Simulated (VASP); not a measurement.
Set up this calculation in VASP 6.6.1, as the native input.

| Property | Result |
| --- | --- |
| Task | single point |
| Functional | PBEsol |
| Potentials or basis | VASP PAW PBE potentials, release 64 (Cd, F) |
| Cutoff | 520 eV |
| k mesh | 8 × 8 × 8 |
| Occupations | gaussian, width 0.05 eV |
| Spin | no spin polarisation |
| Dipole correction | no |
| Further INCAR settings | ALGO = Normal; EDIFF = 1e-06; NBANDS = 20 |

The structure of CdF2 lies in POSCAR:

```
CdF2
1.0
    0.0000000000      2.6320422130      2.4783309478
    2.6320422130      0.0000000000      2.4783309478
    2.6320422130      2.6320422130      0.0000000000
Cd F
1 2
Direct
    0.0000000000      0.0000000000      0.0000000000
    0.2500000000      0.2500000000      0.2500000000
    0.7500000000      0.7500000000      0.7500000000
```

The input as run:

INCAR

```
SYSTEM = CdF2
  PREC = Accurate
  ENCUT = 520
  EDIFF = 1E-6
  ISMEAR = 0
  SIGMA = 0.05
  LREAL = .FALSE.
  LASPH = .TRUE.
  NELM = 80
  ALGO = Normal
  ISIF = 2
  LWAVE = .FALSE.
  LCHARG = .FALSE.
  GGA = PS
  NBANDS = 20
```

KPOINTS

```
Automatic mesh
0
G
  8 8 8
  0 0 0
```

Potentials or basis: VASP PAW PBE potentials, release 64 (Cd, F).

Command:

```bash
$ cat potpaw_PBE.64/Cd/POTCAR potpaw_PBE.64/F/POTCAR > POTCAR
$ mpirun -np 1 vasp_std > vasp.out
```

Results of the run:

The pressure is 20.4 GPa and the band gap on the k mesh is 3.25 eV (least direct gap 3.55 eV).

Caveat: the stress differs along the axes, from 18 to 25 GPa; the PAW data sets were made with another functional, which shifts forces and pressure a little.

Run time: 33 s on 1 thread of Intel(R) Xeon(R) Platinum 8259CL CPU @ 2.50GHz (Skylake/Cascade Lake), with other jobs on the host, peak memory 0.18 GiB.
